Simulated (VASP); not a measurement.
# Co (Fm-3m) in VASP: a series of runs

Co is run at these levels: PBE; tasks: single point, relaxation of cell and atoms.

Everything below comes from runs of VASP 6.6.1. Logs are shortened: lines on timing, memory, paths and dates and some standing lists are left out, and cuts for length are marked.

### Step 1. The cell of the first run

The structure is cubic, space group Fm-3m (No. 225). The conventional cell has a = 3.523 Å, b = 3.523 Å, c = 3.523 Å, α = 90.00°, β = 90.00°, γ = 90.00°. Within 3.3 Å of Co (site symmetry m-3m) lie 12 Co at 2.49 Å.

This isn't the form of Co at room conditions, which is hcp.

### Step 2. Single point, PBE, collinear spin, ferromagnetic start

The input, INCAR:

```
SYSTEM = Co
PREC     = Accurate       ! precision mode
ENCUT    = 520            ! plane-wave cutoff, eV
EDIFF    = 1E-7           ! SCF threshold, eV
ISMEAR   = -1             ! smearing method
SIGMA    = 0.05           ! smearing width, eV
LREAL    = .False.        ! projectors in reciprocal space
LASPH    = .True.         ! aspherical terms in the spheres
NELM     = 150            ! most SCF steps
ALGO     = Normal         ! electronic algorithm
ISIF     = 2              ! what is computed and relaxed
LWAVE    = .False.        ! write WAVECAR
LCHARG   = .True.         ! write CHGCAR
ISPIN    = 2              ! spin polarisation
MAGMOM   = 1.7            ! initial moments
LORBIT   = 11             ! projections on sites
LMAXMIX  = 4              ! l up to which the mixer works
GGA      = PE             ! functional
LELF     = .True.         ! ELF
LVHAR    = .True.       
NBANDS   = 14             ! bands
```

The input, KPOINTS:

```
Automatic mesh
0
Gamma
  19 19 19
  0 0 0
```

The input, POSCAR:

```
Co
1.0
    0.0000000000      1.7615769432      1.7615769432
    1.7615769432      0.0000000000      1.7615769432
    1.7615769432      1.7615769432      0.0000000000
Co
1
Direct
    0.0000000000      0.0000000000      0.0000000000
```

Potentials or basis: VASP PAW PBE potentials, release 64 (Co).

Launch:

```
cat potpaw_PBE.64/Co/POTCAR > POTCAR
mpirun -np 1 vasp_std > vasp.out
```

OUTCAR:

```text
SYSTEM = Co
   PREC = Accurate
   ENCUT = 520
   EDIFF = 1E-7
   ISMEAR = -1
   LREAL = .False.
   LASPH = .True.
   NELM = 150
   ISIF = 2
   ISPIN = 2
   LORBIT = 11
   GGA = PE

 ion  position               nearest neighbor table
   1  0.000  0.000  0.000-

  LATTYP: Found a face centered cubic cell.
 ALAT       =     3.5231538864

  Lattice vectors:

 A1 = (   0.0000000000,   1.7615769432,   1.7615769432)
 A2 = (   1.7615769432,   0.0000000000,   1.7615769432)
 A3 = (   1.7615769432,   1.7615769432,   0.0000000000)

Analysis of symmetry for initial positions (statically):
=====================================================================
 Subroutine PRICEL returns:
 Original cell was already a primitive cell.

 Routine SETGRP: Setting up the symmetry group for a
 face centered cubic supercell.

 Subroutine GETGRP returns: Found 48 space group operations
 (whereof 48 operations were pure point group operations)
 out of a pool of 48 trial point group operations.

The static configuration has the point symmetry O_h .

Analysis of symmetry for dynamics (positions and initial velocities):
=====================================================================
 Subroutine PRICEL returns:
 Original cell was already a primitive cell.

 Routine SETGRP: Setting up the symmetry group for a
 face centered cubic supercell.

 Subroutine GETGRP returns: Found 48 space group operations
 (whereof 48 operations were pure point group operations)
 out of a pool of 48 trial point group operations.

The dynamic configuration has the point symmetry O_h .

Analysis of structural, dynamic, and magnetic symmetry:
=====================================================================
 Subroutine PRICEL returns:
 Original cell was already a primitive cell.

 Routine SETGRP: Setting up the symmetry group for a
 face centered cubic supercell.

 Subroutine GETGRP returns: Found 48 space group operations
 (whereof 48 operations were pure point group operations)
 out of a pool of 48 trial point group operations.

The overall configuration has the point symmetry O_h .

 Subroutine INISYM returns: Found 48 space group operations
 (whereof 48 operations are pure point group operations),
 and found     1 'primitive' translations

----------------------------------------------------------------------------------------

                                     Primitive cell

  volume of cell :      10.9329

  direct lattice vectors                    reciprocal lattice vectors
     0.000000000  1.761576943  1.761576943    -0.283836594  0.283836594  0.283836594
     1.761576943  0.000000000  1.761576943     0.283836594 -0.283836594  0.283836594
     1.761576943  1.761576943  0.000000000     0.283836594  0.283836594 -0.283836594

  length of vectors
     2.491246004  2.491246004  2.491246004     0.491619402  0.491619402  0.491619402

  position of ions in fractional coordinates (direct lattice)
     0.000000000  0.000000000  0.000000000

  ion indices of the primitive-cell ions
   primitive index   ion index
                 1           1

----------------------------------------------------------------------------------------

 KPOINTS: Automatic mesh

Automatic generation of k-mesh.
 Grid dimensions read from file:
 generate k-points for:   19   19   19

 Generating k-lattice:

  Cartesian coordinates                     Fractional coordinates (reciprocal lattice)
    -0.014938768  0.014938768  0.014938768     0.052631579  0.000000000  0.000000000
     0.014938768 -0.014938768  0.014938768     0.000000000  0.052631579  0.000000000
     0.014938768  0.014938768 -0.014938768     0.000000000  0.000000000  0.052631579

  Length of vectors
     0.025874705  0.025874705  0.025874705

  Shift w.r.t. Gamma in fractional coordinates (k-lattice)
     0.000000000  0.000000000  0.000000000

 Subroutine IBZKPT returns following result:
 ===========================================

 Found    220 irreducible k-points:

 Following reciprocal coordinates:
            Coordinates               Weight
  0.000000  0.000000  0.000000      1.000000
  0.052632  0.000000  0.000000      8.000000
  0.105263  0.000000  0.000000      8.000000
  0.157895  0.000000  0.000000      8.000000
  0.210526  0.000000  0.000000      8.000000
  0.263158  0.000000  0.000000      8.000000
[... 16 lines left out ...]
 -0.315789  0.052632  0.000000     24.000000
 -0.263158  0.052632  0.000000     24.000000
 [... further k-points ...]
   k-points           NKPTS =    220   k-points in BZ     NKDIM =    220   number of bands    NBANDS=     14
   number of dos      NEDOS =    301   number of ions     NIONS =      1
   total plane-waves  NPLWV =   8000
   dimension x,y,z NGX =    20 NGY =   20 NGZ =   20
   dimension x,y,z NGXF=    40 NGYF=   40 NGZF=   40
   ions per type =               1
   NGX,Y,Z   is equivalent  to a cutoff of  13.35, 13.35, 13.35 a.u.
   NGXF,Y,Z  is equivalent  to a cutoff of  26.69, 26.69, 26.69 a.u.
 SYSTEM =  Co
   PREC   = accura    normal or accurate (medium, high low for compatibility)
   ISTART =      0    job   : 0-new  1-cont  2-samecut
   ICHARG =      2    charge: 1-file 2-atom 10-const
   ISPIN  =      2    spin polarized calculation?
   LNONCOLLINEAR =      F non collinear calculations
   LSORBIT =      F    spin-orbit coupling
   LASPH  =      T    aspherical Exc in radial PAW
   ENCUT  =  520.0 eV  38.22 Ry    6.18 a.u.   4.63  4.63  4.63*2*pi/ulx,y,z
   NELM   =    150;   NELMIN=  2; NELMDL= -5     # of ELM steps
   EDIFF  = 0.1E-06   stopping-criterion for ELM
   LREAL  =      F    real-space projection
   EDIFFG = 0.1E-05   stopping-criterion for IOM
   NSW    =      0    number of steps for IOM
   IBRION =     -1    ionic relax: 0-MD 1-quasi-New 2-CG
   NFREE  =      0    steps in history (QN), initial steepest desc. (CG)
   ISIF   =      2    stress and relaxation
   ISYM   =      2    0-nonsym 1-usesym 2-fastsym
   POTIM  = 0.5000    time-step for ionic-motion
   TEBEG  =    0.0;   TEEND  =   0.0 temperature during run
   PSTRESS=    0.0 pullay stress
   NELECT =       9.0000    total number of electrons
   NUPDOWN=      -1.0000    fix difference up-down
   EMIN   =  10.00;   EMAX   =-10.00  energy-range for DOS
   EFERMI =   0.00;   METHOD = LEGACY
   ISMEAR =    -1;   SIGMA  =   0.05  broadening in eV -4-tet -1-fermi 0-gaus
   EFERMI_NEDOS =   21; number of points for ismear=-14 and -15
   IALGO  =     38    algorithm
   IMIX   =      4    mixing-type and parameters
     AMIX     =   0.40;   BMIX     =  1.00
     AMIX_MAG =   1.60;   BMIX_MAG =  1.00
  volume/ion in A,a.u.               =      10.93        73.78
  Fermi-wavevector in a.u.,A,eV,Ry     =   1.534302  2.899409 32.029219  2.354081
  Thomas-Fermi vector in A             =   2.641248
   LORBIT       =     11    0 simple, 1 ext, 2 COOP (PROOUT), +10 PAW based schemes
   GGA     = PE    functional components
   LHFCALC =     F    Hartree Fock is set to
   AEXX    =    0.0000 exact exchange contribution
   IVDW    =     0    specifies the selected vdW correction
   LEPSILON=     F    determine dielectric tensor
   LRPA    =     F    only Hartree local field effects (RPA)
 spin polarized calculation
  energy-cutoff  :      520.00
  volume of cell :       10.93
 maximum number of plane-waves:       306
   NGX =  9   NGY =  9   NGZ =  9

 number of electron       8.9999997 magnetization       1.6610200

 Free energy of the ion-electron system (eV)
  ---------------------------------------------------
  ext. energy  EPLUGINS =         0.00000000
  ---------------------------------------------------
  free energy    TOTEN  =        -7.02319491 eV

  energy without entropy =       -7.01278924  energy(sigma->0) =       -7.01799208

 E-fermi :  10.2556     XC(G=0): -13.3598

 val. band max:       10.2493821201   @ k =  -0.2105   0.3158   0.1053
 cond. band min:      10.2624066527   @ k =   0.2105   0.1053   0.0526
 fundamental gap:      0.0130245326
 Fermi energy:        10.2556021234

 spin component 1

 k-point     1 :       0.0000    0.0000    0.0000
  band No.  band energies     occupation
      1       1.2719      1.00000
      2       7.5299      1.00000
      3       7.5299      1.00000
      4       7.5299      1.00000
      5       8.5503      1.00000
      6       8.5503      1.00000
      7      33.2197      0.00000
      8      37.5037      0.00000
      9      37.5037      0.00000
     10      37.5037      0.00000
     11      40.6744      0.00000
     12      40.6744      0.00000
     13      40.6744      0.00000
     14      43.2370      0.00000
[... 375 lines left out ...]
 k-point    24 :      -0.2632    0.0526    0.0000
  band No.  band energies     occupation
      1       3.9965      1.00000
      2       7.2210      1.00000
      3       7.6418      1.00000
      4       7.6913      1.00000
      5       8.6834      1.00000
      6       9.0364      1.00000
      7      23.4398      0.00000
      8      31.9172      0.00000
      9      34.9081      0.00000
     10      37.3738      0.00000
     11      38.9718      0.00000
     12      40.1669      0.00000
     13      43.9751      0.00000
     14      46.3045      0.00000

 [... further k-points ...]

 spin component 2

 k-point     1 :       0.0000    0.0000    0.0000
  band No.  band energies     occupation
      1       1.2937      1.00000
      2       9.1225      1.00000
      3       9.1225      1.00000
      4       9.1225      1.00000
      5      10.5681      0.00193
      6      10.5681      0.00193
      7      32.9017      0.00000
      8      37.6691      0.00000
      9      37.6691      0.00000
     10      37.6691      0.00000
     11      40.9838      0.00000
     12      40.9838      0.00000
     13      40.9838      0.00000
     14      42.8906      0.00000
[... 375 lines left out ...]
 k-point    24 :      -0.2632    0.0526    0.0000
  band No.  band energies     occupation
      1       4.1497      1.00000
      2       8.4879      1.00000
      3       9.3368      1.00000
      4       9.4108      1.00000
      5      10.5709      0.00182
      6      10.9487      0.00000
      7      23.9185      0.00000
      8      31.9415      0.00000
      9      35.0255      0.00000
     10      37.7360      0.00000
     11      39.2324      0.00000
     12      40.2796      0.00000
     13      44.1117      0.00000
     14      47.6107      0.00000

 [... further k-points ...]
[... 5 lines left out ...]
  --------------------------------------------------------------------------------------
  -------------------------------------------------------------------------------------
  Total       -0.0512977     -0.0512977     -0.0512977      0.0000000      0.0000000      0.0000000
  in kB       -7.5174961     -7.5174961     -7.5174961      0.0000000      0.0000000      0.0000000
  external PRESSURE =      -7.5174961 kB  Pullay stress =       0.0000000 kB

 VOLUME and BASIS-vectors are now :
 -----------------------------------------------------------------------------
  energy-cutoff  :      520.00
  volume of cell :       10.93
      direct lattice vectors                 reciprocal lattice vectors
     0.000000000  1.761576943  1.761576943    -0.283836594  0.283836594  0.283836594
     1.761576943  0.000000000  1.761576943     0.283836594 -0.283836594  0.283836594
     1.761576943  1.761576943  0.000000000     0.283836594  0.283836594 -0.283836594

 POSITION                                       TOTAL-FORCE (eV/Angst)
 -----------------------------------------------------------------------------------
      0.00000      0.00000      0.00000        -0.000000      0.000000      0.000000
 -----------------------------------------------------------------------------------
    total drift:                                0.000000      0.000000      0.000000

  FREE ENERGIE OF THE ION-ELECTRON SYSTEM (eV)
  ---------------------------------------------------
  free  energy   TOTEN  =        -7.0231949100 eV

  energy  without entropy=       -7.0127892430  energy(sigma->0) =       -7.01799208

 total charge

# of ion       s       p       d       tot
------------------------------------------
    1        0.488   0.518   7.251   8.257

 magnetization (x)

# of ion       s       p       d       tot
------------------------------------------
    1       -0.012  -0.048   1.738   1.679
```

It took 38 s on 1 thread of Intel Xeon 6975P-C (Granite Rapids), shared host; peak memory 0.17 GiB.

Results:

- Free energy: -7.0232 eV
- Pressure: -0.8 GPa
- Net moment: 1.66 μB per cell
- Site moments: Co +1.68 μB
- Valence electrons inside the program's atomic spheres: Co 8.26

Levels at points of the mesh, in eV from the Fermi level:
Spin up:
| k point | band 3 | band 4 | band 5 | band 6 | band 7 | band 8 |
| --- | --- | --- | --- | --- | --- | --- |
| (0.00, 0.00, 0.00) | -2.73 | -2.73 | -1.71 | -1.71 | 22.96 | 27.25 |
Spin down:
| k point | band 1 | band 2 | band 3 | band 4 | band 5 | band 6 | band 7 | band 8 | band 9 |
| --- | --- | --- | --- | --- | --- | --- | --- | --- | --- |
| (0.00, 0.00, 0.00) | -8.96 | -1.13 | -1.13 | -1.13 | 0.31 | 0.31 | 22.65 | 27.41 | 27.41 |

(Continued in part 2 of 2.)
